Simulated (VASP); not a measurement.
# GaF (Pm-3m) in VASP: a series of runs

The runs below take GaF through single point, relaxation of cell and atoms, with HSE06, PBEsol-based global hybrid with 25 % exact exchange.

Everything below comes from runs of VASP 6.6.1. Logs are shortened: lines on timing, memory, paths and dates and some standing lists are left out, and cuts for length are marked.

## Step 1: The cell of the first run

The structure is cubic, space group Pm-3m (No. 221). The conventional cell has a = 3.166 Å, b = 3.166 Å, c = 3.166 Å, α = 90.00°, β = 90.00°, γ = 90.00°. Within 3.6 Å of Ga (site symmetry m-3m) lie 8 F at 2.74 Å and 6 Ga at 3.17 Å. F (site symmetry m-3m) has 8 Ga at 2.74 Å and 6 F at 3.17 Å within 3.6 Å.

## Step 2: Single point, HSE06

POSCAR

```
GaF
1.0
    3.1659200000      0.0000000000      0.0000000000
    0.0000000000      3.1659200000      0.0000000000
    0.0000000000      0.0000000000      3.1659200000
Ga F
1 1
Direct
    0.0000000000      0.0000000000      0.0000000000
    0.5000000000      0.5000000000      0.5000000000
```

INCAR.step1

```
PREC = Accurate
ENCUT = 520
EDIFF = 1E-5
ISMEAR = -1
SIGMA = 0.05
LREAL = F
LASPH = T
NELM = 80
ALGO = Normal
ISIF = 2
LWAVE = T
LCHARG = F
GGA = PE
NBANDS = 17
```

INCAR.step2

```
PREC = Accurate
ENCUT = 520
EDIFF = 1E-7
ISMEAR = -1
SIGMA = 0.05
LREAL = F
LASPH = T
NELM = 80
ALGO = Normal
ISIF = 2
LWAVE = F
LCHARG = F
GGA = PE
LHFCALC = T
HFSCREEN = 0.2079
PRECFOCK = Normal
ISTART = 1
NBANDS = 17
```

KPOINTS

```
regular mesh
0
Gamma
  4 4 4
```

Potentials or basis: VASP PAW PBE potentials, release 64 (Ga_d, F).

Command:

```bash
$ cat potpaw_PBE.64/Ga_d/POTCAR potpaw_PBE.64/F/POTCAR > POTCAR
$ cp INCAR.step1 INCAR
$ mpirun -np 1 vasp_std > vasp.out
$ cp INCAR.step2 INCAR
$ mpirun -np 1 vasp_std > vasp.out
```

OUTCAR:

```text
PREC = Accurate
   ENCUT = 520
   EDIFF = 1E-7
   ISMEAR = -1
   LREAL = F
   LASPH = T
   NELM = 80
   ISIF = 2
   GGA = PE
   LHFCALC = T
   HFSCREEN = 0.2079
   PRECFOCK = Normal
   ISTART = 1

 ion  position               nearest neighbor table
   1  0.000  0.000  0.000-
   2  0.500  0.500  0.500-

  LATTYP: Found a simple cubic cell.
 ALAT       =     3.1659200000

  Lattice vectors:

 A1 = (   3.1659200000,   0.0000000000,   0.0000000000)
 A2 = (   0.0000000000,   3.1659200000,   0.0000000000)
 A3 = (   0.0000000000,   0.0000000000,   3.1659200000)

Analysis of symmetry for initial positions (statically):
=====================================================================
 Subroutine PRICEL returns:
 Original cell was already a primitive cell.

 Routine SETGRP: Setting up the symmetry group for a
 simple cubic supercell.

 Subroutine GETGRP returns: Found 48 space group operations
 (whereof 48 operations were pure point group operations)
 out of a pool of 48 trial point group operations.

The static configuration has the point symmetry O_h .

Analysis of symmetry for dynamics (positions and initial velocities):
=====================================================================
 Subroutine PRICEL returns:
 Original cell was already a primitive cell.

 Routine SETGRP: Setting up the symmetry group for a
 simple cubic supercell.

 Subroutine GETGRP returns: Found 48 space group operations
 (whereof 48 operations were pure point group operations)
 out of a pool of 48 trial point group operations.

The dynamic configuration has the point symmetry O_h .

 Subroutine INISYM returns: Found 48 space group operations
 (whereof 48 operations are pure point group operations),
 and found     1 'primitive' translations

----------------------------------------------------------------------------------------

                                     Primitive cell

  volume of cell :      31.7322

  direct lattice vectors                    reciprocal lattice vectors
     3.165920000  0.000000000  0.000000000     0.315863951  0.000000000  0.000000000
     0.000000000  3.165920000  0.000000000     0.000000000  0.315863951  0.000000000
     0.000000000  0.000000000  3.165920000     0.000000000  0.000000000  0.315863951

  length of vectors
     3.165920000  3.165920000  3.165920000     0.315863951  0.315863951  0.315863951

  position of ions in fractional coordinates (direct lattice)
     0.000000000  0.000000000  0.000000000
     0.500000000  0.500000000  0.500000000

  ion indices of the primitive-cell ions
   primitive index   ion index
                 1           1
                 2           2

----------------------------------------------------------------------------------------

 KPOINTS: regular mesh

Automatic generation of k-mesh.
 Grid dimensions read from file:
 generate k-points for:    4    4    4

 Generating k-lattice:

  Cartesian coordinates                     Fractional coordinates (reciprocal lattice)
     0.078965988  0.000000000  0.000000000     0.250000000  0.000000000  0.000000000
     0.000000000  0.078965988  0.000000000     0.000000000  0.250000000  0.000000000
     0.000000000  0.000000000  0.078965988     0.000000000  0.000000000  0.250000000

  Length of vectors
     0.078965988  0.078965988  0.078965988

  Shift w.r.t. Gamma in fractional coordinates (k-lattice)
     0.000000000  0.000000000  0.000000000

 Subroutine IBZKPT returns following result:
 ===========================================

 Found     10 irreducible k-points:

 Following reciprocal coordinates:
            Coordinates               Weight
  0.000000  0.000000  0.000000      1.000000
  0.250000  0.000000  0.000000      6.000000
  0.500000  0.000000  0.000000      3.000000
  0.250000  0.250000  0.000000     12.000000
  0.500000  0.250000  0.000000     12.000000
  0.500000  0.500000  0.000000      3.000000
  0.250000  0.250000  0.250000      8.000000
  0.500000  0.250000  0.250000     12.000000
  0.500000  0.500000  0.250000      6.000000
  0.500000  0.500000  0.500000      1.000000
   k-points           NKPTS =     10   k-points in BZ     NKDIM =     64   number of bands    NBANDS=     17
   number of dos      NEDOS =    301   number of ions     NIONS =      2
   total plane-waves  NPLWV =  13824
   dimension x,y,z NGX =    24 NGY =   24 NGZ =   24
   dimension x,y,z NGXF=    48 NGYF=   48 NGZF=   48
   ions per type =               1   1
   NGX,Y,Z   is equivalent  to a cutoff of  12.60, 12.60, 12.60 a.u.
   NGXF,Y,Z  is equivalent  to a cutoff of  25.21, 25.21, 25.21 a.u.
 SYSTEM =  unknown system
   PREC   = accura    normal or accurate (medium, high low for compatibility)
   ISTART =      1    job   : 0-new  1-cont  2-samecut
   ICHARG =      0    charge: 1-file 2-atom 10-const
   ISPIN  =      1    spin polarized calculation?
   LNONCOLLINEAR =      F non collinear calculations
   LSORBIT =      F    spin-orbit coupling
   LASPH  =      T    aspherical Exc in radial PAW
   ENCUT  =  520.0 eV  38.22 Ry    6.18 a.u.   5.89  5.89  5.89*2*pi/ulx,y,z
   NELM   =     80;   NELMIN=  2; NELMDL=  0     # of ELM steps
   EDIFF  = 0.1E-06   stopping-criterion for ELM
   LREAL  =      F    real-space projection
   EDIFFG = 0.1E-05   stopping-criterion for IOM
   NSW    =      0    number of steps for IOM
   IBRION =     -1    ionic relax: 0-MD 1-quasi-New 2-CG
   NFREE  =      0    steps in history (QN), initial steepest desc. (CG)
   ISIF   =      2    stress and relaxation
   ISYM   =      3    0-nonsym 1-usesym 2-fastsym
   POTIM  = 0.5000    time-step for ionic-motion
   TEBEG  =    0.0;   TEEND  =   0.0 temperature during run
   PSTRESS=    0.0 pullay stress
   NELECT =      20.0000    total number of electrons
   NUPDOWN=      -1.0000    fix difference up-down
   EMIN   =  10.00;   EMAX   =-10.00  energy-range for DOS
   EFERMI =   0.00;   METHOD = LEGACY
   ISMEAR =    -1;   SIGMA  =   0.05  broadening in eV -4-tet -1-fermi 0-gaus
   EFERMI_NEDOS =   21; number of points for ismear=-14 and -15
   IALGO  =     38    algorithm
   IMIX   =      1    mixing-type and parameters
     AMIX     =   0.40;   BMIX     =  1.00
     AMIX_MAG =   1.60;   BMIX_MAG =  1.00
  volume/ion in A,a.u.               =      15.87       107.07
  Fermi-wavevector in a.u.,A,eV,Ry     =   1.403627  2.652469 26.805754  1.970167
  Thomas-Fermi vector in A             =   2.526269
   LORBIT       =      0    0 simple, 1 ext, 2 COOP (PROOUT), +10 PAW based schemes
   GGA     = PE    functional components
   LHFCALC =     T    Hartree Fock is set to
   PRECFOCK=normal    Normal, Fast or Accurate (Low or Medium for compatibility)
   ENCUT4O =  -1.0   cutoff for four orbital integrals eV
   NKREDX  =     1    reduce k-point grid by
   NKREDY  =     1    reduce k-point grid by
   NKREDZ  =     1    reduce k-point grid by
   AEXX    =    0.2500 exact exchange contribution
   HFSCREEN=    0.2079 screening length (either q_TF or 0.3 A-1)
   HFSCREENC=   0.2079 screening length for correlation (either q_TF or 0.3 A-1)
   ENCUTFOCK=  -1.0 apply spherical cutoff to Coloumb kernel
   IVDW    =     0    specifies the selected vdW correction
   LEPSILON=     F    determine dielectric tensor
   LRPA    =     F    only Hartree local field effects (RPA)
 non-spin polarized calculation
  energy-cutoff  :      520.00
  volume of cell :       31.73
 maximum number of plane-waves:       872
 NGX is ok and might be reduce to    24
  NGX = 18; NGY = 18; NGZ = 18

 number of electron      19.9999980 magnetization

 Free energy of the ion-electron system (eV)
  ---------------------------------------------------
  ext. energy  EPLUGINS =         0.00000000
  ---------------------------------------------------
  free energy    TOTEN  =        -9.15039957 eV

  energy without entropy =       -9.15036899  energy(sigma->0) =       -9.15038428

 E-fermi :   2.7824     XC(G=0):  -8.2864

 val. band max:        2.4453608572   @ k =   0.5000   0.5000   0.5000
 cond. band min:       3.1744082533   @ k =   0.5000   0.0000   0.0000
 fundamental gap:      0.7290473962
 Fermi energy:         2.7823995668

 k-point     1 :       0.0000    0.0000    0.0000
  band No.  band energies     occupation
      1     -22.6650      2.00000
      2     -14.7039      2.00000
      3     -14.7039      2.00000
      4     -14.5534      2.00000
      5     -14.5534      2.00000
      6     -14.5534      2.00000
[... 9 lines left out ...]
     16      20.4089      0.00000
     17      26.3679      0.00000

 k-point     2 :       0.2500    0.0000    0.0000
  band No.  band energies     occupation
      1     -22.5898      2.00000
      2     -14.6997      2.00000
      3     -14.6469      2.00000
      4     -14.5761      2.00000
      5     -14.5761      2.00000
      6     -14.5517      2.00000
[... 9 lines left out ...]
     16      21.2036      0.00000
     17      22.6058      0.00000

 k-point     3 :       0.5000    0.0000    0.0000
  band No.  band energies     occupation
      1     -22.5127      2.00000
      2     -14.6956      2.00000
      3     -14.5985      2.00000
      4     -14.5985      2.00000
      5     -14.5918      2.00000
      6     -14.5499      2.00000
[... 9 lines left out ...]
     16      19.9987      0.00000
     17      21.1484      0.00000

 k-point     4 :       0.2500    0.2500    0.0000
  band No.  band energies     occupation
      1     -22.5254      2.00000
      2     -14.6709      2.00000
      3     -14.6110      2.00000
      4     -14.5913      2.00000
      5     -14.5744      2.00000
      6     -14.5707      2.00000
[... 9 lines left out ...]
     16      20.7216      0.00000
     17      21.4805      0.00000
[... 63 lines left out ...]
      1     -22.4056      2.00000
      2     -14.6259      2.00000
      3     -14.6042      2.00000
      4     -14.6014      2.00000
      5     -14.5960      2.00000
      6     -14.5450      2.00000
[... 9 lines left out ...]
     16      18.5431      0.00000
     17      23.6109      0.00000

 k-point     9 :       0.5000    0.5000    0.2500
  band No.  band energies     occupation
      1     -22.3514      2.00000
      2     -14.6336      2.00000
      3     -14.6217      2.00000
      4     -14.6217      2.00000
      5     -14.5736      2.00000
      6     -14.5079      2.00000
[... 9 lines left out ...]
     16      16.6106      0.00000
     17      25.9602      0.00000

 k-point    10 :       0.5000    0.5000    0.5000
  band No.  band energies     occupation
      1     -22.2960      2.00000
      2     -14.6546      2.00000
      3     -14.6546      2.00000
      4     -14.6546      2.00000
      5     -14.5068      2.00000
      6     -14.5068      2.00000
[... 9 lines left out ...]
     16      15.3397      0.00000
     17      24.0303      0.00000

------------------------ aborting loop because EDIFF is reached ----------------------------------------

  FORCE on cell =-STRESS in cart. coord.  units (eV):
  Direction    XX          YY          ZZ          XY          YZ          ZX
  --------------------------------------------------------------------------------------
  -------------------------------------------------------------------------------------
  Total        0.0318333      0.0318333      0.0318333      0.0000000      0.0000000      0.0000000
  in kB        1.6072829      1.6072829      1.6072829      0.0000000      0.0000000      0.0000000
  external PRESSURE =       1.6072829 kB  Pullay stress =       0.0000000 kB

 VOLUME and BASIS-vectors are now :
 -----------------------------------------------------------------------------
  energy-cutoff  :      520.00
  volume of cell :       31.73
      direct lattice vectors                 reciprocal lattice vectors
     3.165920000  0.000000000  0.000000000     0.315863951  0.000000000  0.000000000
     0.000000000  3.165920000  0.000000000     0.000000000  0.315863951  0.000000000
     0.000000000  0.000000000  3.165920000     0.000000000  0.000000000  0.315863951

 POSITION                                       TOTAL-FORCE (eV/Angst)
 -----------------------------------------------------------------------------------
      0.00000      0.00000      0.00000         0.000000      0.000000      0.000000
      1.58296      1.58296      1.58296         0.000000      0.000000      0.000000
 -----------------------------------------------------------------------------------
    total drift:                                0.000008      0.000008      0.000008

  FREE ENERGIE OF THE ION-ELECTRON SYSTEM (eV)
  ---------------------------------------------------
  free  energy   TOTEN  =        -9.1503995690 eV

  energy  without entropy=       -9.1503689877  energy(sigma->0) =       -9.15038428
```

Wall time 7.7 min (1 thread of Intel Xeon Platinum 8259CL at 2.50GHz (Skylake/Cascade Lake), shared host); peak memory 0.25 GiB.

What came out:

- Free energy: -9.1504 eV
- Pressure: 0.2 GPa
- Band gap on the k mesh: 0.73 eV (least direct gap 2.09 eV)

Levels at points of the mesh, in eV from the valence-band top:
| k point | band 6 | band 7 | band 8 | band 9 | band 10 | band 11 | band 12 | band 13 | band 14 | band 15 |
| --- | --- | --- | --- | --- | --- | --- | --- | --- | --- | --- |
| (0.00, 0.00, 0.00) | -17.00 | -6.83 | -4.72 | -4.72 | -4.72 | 9.33 | 9.33 | 9.33 | 10.45 | 10.45 |
| (0.50, 0.00, 0.00) | -17.00 | -8.04 | -4.44 | -4.44 | -1.36 | 0.73 | 9.42 | 9.42 | 13.32 | 14.91 |
| (0.50, 0.50, 0.00) | -16.95 | -6.15 | -6.15 | -4.34 | -2.98 | 3.99 | 3.99 | 9.87 | 11.49 | 17.12 |
| (0.50, 0.50, 0.50) | -16.95 | -5.33 | -5.33 | -5.33 | 0.00 | 2.86 | 2.86 | 2.86 | 12.89 | 12.89 |

Caveat: the k points lie up to 0.50 Å⁻¹ apart; the PAW data sets were made with another functional, which shifts forces and pressure a little. A k mesh can miss the band edges.

[end of part 1 of 2]
